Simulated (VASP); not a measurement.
# Ni (P6_3/mmc) in VASP: further runs

Ni is run at these levels: PBE; tasks: single point.

Program: VASP 6.6.1. These are calculated values, not measurements. Logs are shortened: lines on timing, memory, paths and dates and some standing lists are left out, and cuts for length are marked.

### Step 1. The cell of the first run

The structure is hexagonal, space group P6_3/mmc (No. 194). Conventional cell: a = 2.484 Å, b = 2.484 Å, c = 4.090 Å, α = 90.00°, β = 90.00°, γ = 120.00°. Ni (site symmetry -6m2) has 12 Ni at 2.48 to 2.50 Å within 3.3 Å.

This isn't the form of Ni at room conditions, which is fcc.

### Step 2. Single point, PBE, collinear spin, ferromagnetic start

Input file INCAR:

```
PREC     = Accurate       # precision mode
ENCUT    = 520            # plane-wave cutoff, eV
EDIFF    = 1E-6           # SCF threshold, eV
ISMEAR   = 0              # smearing method
SIGMA    = 0.05           # smearing width, eV
LREAL    = F              # projectors in reciprocal space
LASPH    = T              # aspherical terms in the spheres
NELM     = 150            # most SCF steps
ALGO     = Normal         # electronic algorithm
ISIF     = 2              # what is computed and relaxed
LWAVE    = F              # write WAVECAR
LCHARG   = F              # write CHGCAR
ISPIN    = 2              # spin polarisation
MAGMOM   = 0.5 0.5        # initial moments
LORBIT   = 11             # projections on sites
LMAXMIX  = 4              # l up to which the mixer works
GGA      = PE             # functional
NBANDS   = 21             # bands
```

Input file KPOINTS:

```
regular mesh
0
Gamma
  20 20 10
```

Input file POSCAR:

```
Ni
1.0
    2.4835117988      0.0000000000      0.0000000000
   -1.2417558994      2.1507843084      0.0000000000
    0.0000000000      0.0000000000      4.0896851390
Ni
2
Direct
    0.3333333333      0.6666666667      0.7500000000
    0.6666666667      0.3333333333      0.2500000000
```

Potentials or basis: VASP PAW PBE potentials, release 64 (Ni).

Command:

```bash
$ cat potpaw_PBE.64/Ni/POTCAR > POTCAR
$ mpirun -np 1 vasp_std > vasp.out
```

OUTCAR:

```text
PREC = Accurate
   ENCUT = 520
   EDIFF = 1E-6
   ISMEAR = 0
   LREAL = F
   LASPH = T
   NELM = 150
   ISIF = 2
   ISPIN = 2
   LORBIT = 11
   GGA = PE

 ion  position               nearest neighbor table
   1  0.333  0.667  0.750-   2 2.50   2 2.50   2 2.50   2 2.50   2 2.50   2 2.50
   2  0.667  0.333  0.250-   1 2.50   1 2.50   1 2.50   1 2.50   1 2.50   1 2.50

  LATTYP: Found a hexagonal cell.
 ALAT       =     2.4835117988
 C/A-ratio  =     1.6467347330

  Lattice vectors:

 A1 = (   2.4835117988,   0.0000000000,   0.0000000000)
 A2 = (  -1.2417558994,   2.1507843084,   0.0000000000)
 A3 = (   0.0000000000,   0.0000000000,   4.0896851390)

Analysis of symmetry for initial positions (statically):
=====================================================================
 Subroutine PRICEL returns:
 Original cell was already a primitive cell.

 Routine SETGRP: Setting up the symmetry group for a
 hexagonal supercell.

 Subroutine GETGRP returns: Found 24 space group operations
 (whereof 12 operations were pure point group operations)
 out of a pool of 24 trial point group operations.

The static configuration has the point symmetry D_3d.
 The point group associated with its full space group is D_6h.

Analysis of symmetry for dynamics (positions and initial velocities):
=====================================================================
 Subroutine PRICEL returns:
 Original cell was already a primitive cell.

 Routine SETGRP: Setting up the symmetry group for a
 hexagonal supercell.

 Subroutine GETGRP returns: Found 24 space group operations
 (whereof 12 operations were pure point group operations)
 out of a pool of 24 trial point group operations.

The dynamic configuration has the point symmetry D_3d.
 The point group associated with its full space group is D_6h.

Analysis of structural, dynamic, and magnetic symmetry:
=====================================================================
 Subroutine PRICEL returns:
 Original cell was already a primitive cell.

 Routine SETGRP: Setting up the symmetry group for a
 hexagonal supercell.

 Subroutine GETGRP returns: Found 24 space group operations
 (whereof 12 operations were pure point group operations)
 out of a pool of 24 trial point group operations.

The overall configuration has the point symmetry D_3d.
 The point group associated with its full space group is D_6h.

 Subroutine INISYM returns: Found 24 space group operations
 (whereof 12 operations are pure point group operations),
 and found     1 'primitive' translations

----------------------------------------------------------------------------------------

                                     Primitive cell

  volume of cell :      21.8450

  direct lattice vectors                    reciprocal lattice vectors
     2.483511799  0.000000000  0.000000000     0.402655627  0.232473335  0.000000000
    -1.241755899  2.150784308  0.000000000     0.000000000  0.464946669  0.000000000
     0.000000000  0.000000000  4.089685139     0.000000000  0.000000000  0.244517601

  length of vectors
     2.483511799  2.483511799  4.089685139     0.464946669  0.464946669  0.244517601

  position of ions in fractional coordinates (direct lattice)
     0.333333333  0.666666667  0.750000000
     0.666666667  0.333333333  0.250000000

  ion indices of the primitive-cell ions
   primitive index   ion index
                 1           1
                 2           2

----------------------------------------------------------------------------------------

 KPOINTS: regular mesh

Automatic generation of k-mesh.
 Grid dimensions read from file:
 generate k-points for:   20   20   10

 Generating k-lattice:

  Cartesian coordinates                     Fractional coordinates (reciprocal lattice)
     0.020132781  0.011623667  0.000000000     0.050000000  0.000000000  0.000000000
     0.000000000  0.023247333  0.000000000     0.000000000  0.050000000  0.000000000
     0.000000000  0.000000000  0.024451760     0.000000000  0.000000000  0.100000000

  Length of vectors
     0.023247333  0.023247333  0.024451760

  Shift w.r.t. Gamma in fractional coordinates (k-lattice)
     0.000000000  0.000000000  0.000000000

 Subroutine IBZKPT returns following result:
 ===========================================

 Found    264 irreducible k-points:

 Following reciprocal coordinates:
            Coordinates               Weight
  0.000000  0.000000  0.000000      1.000000
  0.050000  0.000000  0.000000      6.000000
  0.100000  0.000000  0.000000      6.000000
  0.150000  0.000000  0.000000      6.000000
  0.200000  0.000000  0.000000      6.000000
  0.250000  0.000000  0.000000      6.000000
[... 16 lines left out ...]
  0.200000  0.100000  0.000000     12.000000
  0.250000  0.100000  0.000000     12.000000
 [... further k-points ...]
   k-points           NKPTS =    264   k-points in BZ     NKDIM =    264   number of bands    NBANDS=     21
   number of dos      NEDOS =    301   number of ions     NIONS =      2
   total plane-waves  NPLWV =   9720
   dimension x,y,z NGX =    18 NGY =   18 NGZ =   30
   dimension x,y,z NGXF=    36 NGYF=   36 NGZF=   60
   ions per type =               2
   NGX,Y,Z   is equivalent  to a cutoff of  12.05, 12.05, 12.20 a.u.
   NGXF,Y,Z  is equivalent  to a cutoff of  24.10, 24.10, 24.39 a.u.
 SYSTEM =  unknown system
   PREC   = accura    normal or accurate (medium, high low for compatibility)
   ISTART =      0    job   : 0-new  1-cont  2-samecut
   ICHARG =      2    charge: 1-file 2-atom 10-const
   ISPIN  =      2    spin polarized calculation?
   LNONCOLLINEAR =      F non collinear calculations
   LSORBIT =      F    spin-orbit coupling
   LASPH  =      T    aspherical Exc in radial PAW
   ENCUT  =  520.0 eV  38.22 Ry    6.18 a.u.   4.62  4.62  7.60*2*pi/ulx,y,z
   NELM   =    150;   NELMIN=  2; NELMDL= -5     # of ELM steps
   EDIFF  = 0.1E-05   stopping-criterion for ELM
   LREAL  =      F    real-space projection
[... 7 lines left out ...]
   TEBEG  =    0.0;   TEEND  =   0.0 temperature during run
   PSTRESS=    0.0 pullay stress
   NELECT =      20.0000    total number of electrons
   NUPDOWN=      -1.0000    fix difference up-down
   EMIN   =  10.00;   EMAX   =-10.00  energy-range for DOS
   EFERMI =   0.00;   METHOD = LEGACY
   ISMEAR =     0;   SIGMA  =   0.05  broadening in eV -4-tet -1-fermi 0-gaus
   EFERMI_NEDOS =   21; number of points for ismear=-14 and -15
   IALGO  =     38    algorithm
   IMIX   =      4    mixing-type and parameters
     AMIX     =   0.40;   BMIX     =  1.00
     AMIX_MAG =   1.60;   BMIX_MAG =  1.00
  volume/ion in A,a.u.               =      10.92        73.71
  Fermi-wavevector in a.u.,A,eV,Ry     =   1.589646  3.003996 34.381588  2.526975
  Thomas-Fermi vector in A             =   2.688464
   LORBIT       =     11    0 simple, 1 ext, 2 COOP (PROOUT), +10 PAW based schemes
   GGA     = PE    functional components
   LHFCALC =     F    Hartree Fock is set to
   AEXX    =    0.0000 exact exchange contribution
   IVDW    =     0    specifies the selected vdW correction
   LEPSILON=     F    determine dielectric tensor
   LRPA    =     F    only Hartree local field effects (RPA)
 spin polarized calculation
 Gauss-broadening in eV      SIGMA  =   0.05
  energy-cutoff  :      520.00
  volume of cell :       21.85
 maximum number of plane-waves:       602
   NGX =  9   NGY =  9   NGZ = 15

 number of electron      20.0000015 magnetization       1.2693257

 Free energy of the ion-electron system (eV)
  ---------------------------------------------------
  ext. energy  EPLUGINS =         0.00000000
  ---------------------------------------------------
  free energy    TOTEN  =       -10.89063265 eV

  energy without entropy =      -10.88495376  energy(sigma->0) =      -10.88779320

 E-fermi :   9.3461     XC(G=0): -13.2313

 val. band max:        9.3450429262   @ k =   0.0500   0.0000   0.0000
 cond. band min:       9.3461601997   @ k =   0.2500   0.2500   0.0000
 fundamental gap:      0.0011172736
 Fermi energy:         9.3460633739

 spin component 1

 k-point     1 :       0.0000    0.0000    0.0000
  band No.  band energies     occupation
      1       0.3364      1.00000
      2       4.5154      1.00000
      3       6.8949      1.00000
      4       7.0058      1.00000
      5       7.0058      1.00000
      6       7.2655      1.00000
[... 13 lines left out ...]
     20      35.3106      0.00000
     21      39.7418      0.00000
[... 529 lines left out ...]
 k-point    24 :       0.2500    0.1000    0.0000
  band No.  band energies     occupation
      1       3.3397      1.00000
      2       5.4999      1.00000
      3       5.8001      1.00000
      4       6.2326      1.00000
      5       6.9937      1.00000
      6       7.0038      1.00000
[... 13 lines left out ...]
     20      34.3708      0.00000
     21      38.7087      0.00000

 [... further k-points ...]

 spin component 2

 k-point     1 :       0.0000    0.0000    0.0000
  band No.  band energies     occupation
      1       0.3046      1.00000
      2       4.9125      1.00000
      3       7.5995      1.00000
      4       7.6819      1.00000
      5       7.6819      1.00000
      6       7.9602      1.00000
[... 13 lines left out ...]
     20      35.3925      0.00000
     21      39.8080      0.00000
[... 529 lines left out ...]
 k-point    24 :       0.2500    0.1000    0.0000
  band No.  band energies     occupation
      1       3.3562      1.00000
      2       6.0302      1.00000
      3       6.2558      1.00000
      4       6.7760      1.00000
      5       7.6299      1.00000
      6       7.6384      1.00000
[... 13 lines left out ...]
     20      34.4713      0.00000
     21      38.6594      0.00000

 [... further k-points ...]

------------------------ aborting loop because EDIFF is reached ----------------------------------------

  FORCE on cell =-STRESS in cart. coord.  units (eV):
  Direction    XX          YY          ZZ          XY          YZ          ZX
  --------------------------------------------------------------------------------------
  -------------------------------------------------------------------------------------
  Total       -0.0169152     -0.0169152     -0.0176510      0.0000000      0.0000000     -0.0000000
  in kB       -1.2406111     -1.2406111     -1.2945764      0.0000000      0.0000000     -0.0000000
  external PRESSURE =      -1.2585995 kB  Pullay stress =       0.0000000 kB

 VOLUME and BASIS-vectors are now :
 -----------------------------------------------------------------------------
  energy-cutoff  :      520.00
  volume of cell :       21.85
      direct lattice vectors                 reciprocal lattice vectors
     2.483511799  0.000000000  0.000000000     0.402655627  0.232473335  0.000000000
    -1.241755899  2.150784308  0.000000000     0.000000000  0.464946669  0.000000000
     0.000000000  0.000000000  4.089685139     0.000000000  0.000000000  0.244517601

 POSITION                                       TOTAL-FORCE (eV/Angst)
 -----------------------------------------------------------------------------------
     -0.00000      1.43386      3.06726         0.000000     -0.000000      0.000000
      1.24176      0.71693      1.02242        -0.000000      0.000000      0.000000
 -----------------------------------------------------------------------------------
    total drift:                               -0.000000     -0.000000     -0.000000

  FREE ENERGIE OF THE ION-ELECTRON SYSTEM (eV)
  ---------------------------------------------------
  free  energy   TOTEN  =       -10.8906326531 eV

  energy  without entropy=      -10.8849537554  energy(sigma->0) =      -10.88779320

 total charge

# of ion       s       p       d       tot
------------------------------------------
    1        0.495   0.493   8.315   9.304
    2        0.495   0.493   8.315   9.304
--------------------------------------------------
tot          0.990   0.987  16.630  18.607

 magnetization (x)

# of ion       s       p       d       tot
------------------------------------------
    1       -0.005  -0.025   0.676   0.647
    2       -0.005  -0.025   0.676   0.647
--------------------------------------------------
tot         -0.009  -0.049   1.352   1.293
```

It took 2.9 min on 1 thread of Intel Xeon 8259CL, shared host; peak memory 0.27 GiB.

Results:

```
Free energy                                           : -10.8906 eV
Pressure                                              : -0.1 GPa
Net moment                                            : 1.27 μB per cell
Site moments                                          : Ni +0.65 μB
Valence electrons inside the program's atomic spheres : Ni 9.30
```

Levels at points of the mesh, in eV from the Fermi level:
Spin up:
```
           k point  band 9  band 10  band 11  band 12  band 13  band 14
(0.00, 0.00, 0.00)   -1.65    -0.74    -0.74    -0.40     5.50    22.63
(0.50, 0.00, 0.00)   -0.57    -0.51     1.15     3.02     9.25     9.78
(0.00, 0.00, 0.50)   -1.02    -1.02    -1.02    -1.02    14.14    14.14
(0.50, 0.00, 0.50)   -0.55    -0.55     1.44     1.44     6.74     6.74
```
Spin down:
```
           k point  band 5  band 6  band 7  band 8  band 9  band 10  band 11  band 12  band 13  band 14
(0.00, 0.00, 0.00)   -1.66   -1.39   -1.39   -0.97   -0.97    -0.45    -0.01    -0.01     5.91    22.49
(0.50, 0.00, 0.00)   -1.74   -1.73   -1.38    0.15    0.17     0.27     1.62     3.39     9.37     9.89
(0.00, 0.00, 0.50)   -1.71   -1.71   -1.71   -1.71   -0.30    -0.30    -0.30    -0.30    14.28    14.28
(0.50, 0.00, 0.50)   -0.89   -0.89   -0.39   -0.39    0.22     0.22     1.59     1.59     7.07     7.07
```

(Part 1 of 2 ends here.)
